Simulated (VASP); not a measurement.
# Fe (P6_3/mmc) in VASP: further runs, part 2 of 2

VASP 6.6.1. Earlier steps stand in the parts before.

## 3. Electric field gradients, PBE (volume scaled by 1.01)

INCAR reads:

```
SYSTEM = Fe
PREC = Accurate
ENCUT = 520
EDIFF = 1E-8
ISMEAR = -1
SIGMA = 0.08
LREAL = .FALSE.
LASPH = .TRUE.
NELM = 80
ALGO = Normal
ISIF = 2
LWAVE = .FALSE.
LCHARG = .FALSE.
GGA = PE
LEFG = .TRUE.
NBANDS = 15
```

KPOINTS reads:

```
Automatic mesh
0
G
  17 17 10
  0 0 0
```

POSCAR reads:

```
Fe
1.0
    2.4422445470      0.0000000000      0.0000000000
   -1.2211222735      2.1150458200      0.0000000000
    0.0000000000      0.0000000000      3.8546984657
Fe
2
Direct
    0.3333333333      0.6666666667      0.2500000000
    0.6666666667      0.3333333333      0.7500000000
```

Potentials or basis: VASP PAW PBE potentials, release 64 (Fe).

On the command line:

```bash
cat potpaw_PBE.64/Fe/POTCAR > POTCAR
mpirun -np 1 vasp_std > vasp.out
```

OUTCAR:

```text
SYSTEM = Fe
   PREC = Accurate
   ENCUT = 520
   EDIFF = 1E-8
   ISMEAR = -1
   LREAL = .FALSE.
   LASPH = .TRUE.
   NELM = 80
   ISIF = 2
   GGA = PE

 ion  position               nearest neighbor table
   1  0.333  0.667  0.250-   2 2.39   2 2.39   2 2.39   2 2.39   2 2.39   2 2.39
   2  0.667  0.333  0.750-   1 2.39   1 2.39   1 2.39   1 2.39   1 2.39   1 2.39

  LATTYP: Found a hexagonal cell.
 ALAT       =     2.4422445470
 C/A-ratio  =     1.5783425417

  Lattice vectors:

 A1 = (   2.4422445470,   0.0000000000,   0.0000000000)
 A2 = (  -1.2211222735,   2.1150458200,   0.0000000000)
 A3 = (   0.0000000000,   0.0000000000,   3.8546984657)

Analysis of symmetry for initial positions (statically):
=====================================================================
 Subroutine PRICEL returns:
 Original cell was already a primitive cell.

 Routine SETGRP: Setting up the symmetry group for a
 hexagonal supercell.
[... 622 lines left out ...]
  volume of cell :       19.91
      direct lattice vectors                 reciprocal lattice vectors
     2.442244547  0.000000000  0.000000000     0.409459405  0.236401498  0.000000000
    -1.221122274  2.115045820  0.000000000     0.000000000  0.472802996  0.000000000
     0.000000000  0.000000000  3.854698466     0.000000000  0.000000000  0.259423664

 POSITION                                       TOTAL-FORCE (eV/Angst)
 -----------------------------------------------------------------------------------
     -0.00000      1.41003      0.96367        -0.000000      0.000000      0.000000
      1.22112      0.70502      2.89102         0.000000      0.000000      0.000000
 -----------------------------------------------------------------------------------
    total drift:                                0.000000     -0.000000     -0.000000

  FREE ENERGIE OF THE ION-ELECTRON SYSTEM (eV)
  ---------------------------------------------------
  free  energy   TOTEN  =       -16.3245594267 eV

  energy  without entropy=      -16.2703048617  energy(sigma->0) =      -16.29743214

 Electric field gradients (V/A^2)
---------------------------------------------------------------------
 ion       V_xx      V_yy      V_zz      V_xy      V_xz      V_yz
---------------------------------------------------------------------
   1       3.839     3.839    -7.678    -0.000     0.000    -0.000
   2       3.839     3.839    -7.678    -0.000    -0.000     0.000
---------------------------------------------------------------------

 Electric field gradients after diagonalization (V/A^2)
 (convention: |V_zz| > |V_xx| > |V_yy|)
----------------------------------------------------------------------
 ion       V_xx      V_yy      V_zz     asymmetry (V_yy - V_xx)/ V_zz
----------------------------------------------------------------------
   1       3.839     3.839    -7.678       0.000
   2       3.839     3.839    -7.678       0.000
----------------------------------------------------------------------

           NMR quadrupolar parameters

 Cq : quadrupolar parameter    Cq=e*Q*V_zz/h
 eta: asymmetry parameters     (V_yy - V_xx)/ V_zz
 Q  : nuclear electric quadrupole moment in mb (millibarn)
----------------------------------------------------------------------
 ion       Cq(MHz)       eta       Q (mb)
----------------------------------------------------------------------
   1      -0.019       0.000       1.000
   2      -0.019       0.000       1.000
----------------------------------------------------------------------
```

stdout:

```text
POSCAR found type information on POSCAR Fe
 POSCAR found :  1 types and       2 ions
 scaLAPACK will be used
 LDA part: xc-table for (Slater+PW92), standard interpolation
 POSCAR, INCAR and KPOINTS ok, starting setup
 FFT: planning ... GRIDC
 FFT: planning ... GRID_SOFT
 FFT: planning ... GRID
 WAVECAR not read
 entering main loop
ion   1

ion   2
```

Wall time 39 s (1 thread of AMD EPYC 7R13 (Zen 3), shared host); peak memory 0.13 GiB.

Results:

```yaml
Free_energy: -16.3246 eV
Pressure: 6.9 GPa
Band_gap_on_the_k_mesh: zero (band 8 reaches 8.04 eV, above the bottom of band 9 at 6.16 eV)
```

Stress tensor (GPa, compression positive):
```
6.54 0.00 0.00
0.00 6.54 0.00
0.00 0.00 7.54
```

Levels at points of the mesh, in eV from the Fermi level:
| k point | band 5 | band 6 | band 7 | band 8 | band 9 | band 10 | band 11 | band 12 |
| --- | --- | --- | --- | --- | --- | --- | --- | --- |
| (0.00, 0.00, 0.00) | -1.56 | -1.23 | -1.23 | -0.88 | -0.88 | 0.57 | 0.73 | 0.73 |
| (0.00, 0.00, 0.50) | -1.84 | -1.84 | -1.84 | -1.84 | 0.33 | 0.33 | 0.33 | 0.33 |

Electric field gradients, principal values (V/Å²):
```csv
atom,least,middle,greatest (by size)
1 Fe,3.839,3.839,-7.678
2 Fe,3.839,3.839,-7.678
```

Caveat: without QUAD_EFG the Cq values of the log hold for a quadrupole moment of 1 mb, not for the nuclei; the run has no spin polarisation, though such a crystal can be magnetic.

## 4. Electric field gradients, PBE (volume scaled by 1.01)

INCAR reads:

```
PREC = Accurate
ENCUT = 520
EDIFF = 1E-8
ISMEAR = -1
SIGMA = 0.08
LREAL = F
LASPH = T
NELM = 60
ALGO = Normal
ISIF = 2
LWAVE = F
LCHARG = F
GGA = PE
LEFG = T
NBANDS = 15
```

KPOINTS reads:

```
regular mesh
0
Gamma
  17 17 10
```

POSCAR is that of step 3.

Potentials or basis: VASP PAW PBE potentials, release 64 (Fe).

On the command line:

```bash
cat potpaw_PBE.64/Fe/POTCAR > POTCAR
mpirun -np 1 vasp_std > vasp.out
```

OUTCAR:

```text
PREC = Accurate
   ENCUT = 520
   EDIFF = 1E-8
   ISMEAR = -1
   LREAL = F
   LASPH = T
   NELM = 60
   ISIF = 2
   GGA = PE

 ion  position               nearest neighbor table
   1  0.333  0.667  0.250-   2 2.39   2 2.39   2 2.39   2 2.39   2 2.39   2 2.39
   2  0.667  0.333  0.750-   1 2.39   1 2.39   1 2.39   1 2.39   1 2.39   1 2.39

  LATTYP: Found a hexagonal cell.
 ALAT       =     2.4422445470
 C/A-ratio  =     1.5783425417

  Lattice vectors:

[... 645 lines left out ...]

  FREE ENERGIE OF THE ION-ELECTRON SYSTEM (eV)
  ---------------------------------------------------
  free  energy   TOTEN  =       -16.3245594267 eV

  energy  without entropy=      -16.2703048617  energy(sigma->0) =      -16.29743214

 Electric field gradients (V/A^2)
---------------------------------------------------------------------
 ion       V_xx      V_yy      V_zz      V_xy      V_xz      V_yz
---------------------------------------------------------------------
   1       3.839     3.839    -7.678    -0.000     0.000    -0.000
   2       3.839     3.839    -7.678    -0.000    -0.000     0.000
---------------------------------------------------------------------

 Electric field gradients after diagonalization (V/A^2)
 (convention: |V_zz| > |V_xx| > |V_yy|)
----------------------------------------------------------------------
 ion       V_xx      V_yy      V_zz     asymmetry (V_yy - V_xx)/ V_zz
----------------------------------------------------------------------
   1       3.839     3.839    -7.678       0.000
   2       3.839     3.839    -7.678       0.000
----------------------------------------------------------------------

           NMR quadrupolar parameters

 Cq : quadrupolar parameter    Cq=e*Q*V_zz/h
 eta: asymmetry parameters     (V_yy - V_xx)/ V_zz
 Q  : nuclear electric quadrupole moment in mb (millibarn)
----------------------------------------------------------------------
 ion       Cq(MHz)       eta       Q (mb)
----------------------------------------------------------------------
   1      -0.019       0.000       1.000
   2      -0.019       0.000       1.000
----------------------------------------------------------------------
```

It took 38 s on 1 thread of AMD EPYC 7R13 (Zen 3), shared host; peak memory 0.13 GiB.

Results:

```
Free energy            : -16.3246 eV
Pressure               : 6.9 GPa
Band gap on the k mesh : zero (band 8 reaches 8.04 eV, above the bottom of band 9 at 6.16 eV)
```

Levels at points of the mesh, in eV from the Fermi level:
```csv
k point,band 4,band 5,band 6,band 7,band 8,band 9,band 10,band 11,band 12,band 13
"(0.00, 0.00, 0.00)",-1.71,-1.56,-1.23,-1.23,-0.88,-0.88,0.57,0.73,0.73,9.03
"(0.00, 0.00, 0.50)",-2.13,-1.84,-1.84,-1.84,-1.84,0.33,0.33,0.33,0.33,17.48
```

Electric field gradients, principal values (V/Å²):
```csv
atom,least,middle,greatest (by size)
1 Fe,3.839,3.839,-7.678
2 Fe,3.839,3.839,-7.678
```

Caveat: without QUAD_EFG the Cq values of the log hold for a quadrupole moment of 1 mb, not for the nuclei; the run has no spin polarisation, though such a crystal can be magnetic. Spin polarisation is off, so any magnetic state and its effect on volume and gap are missing.
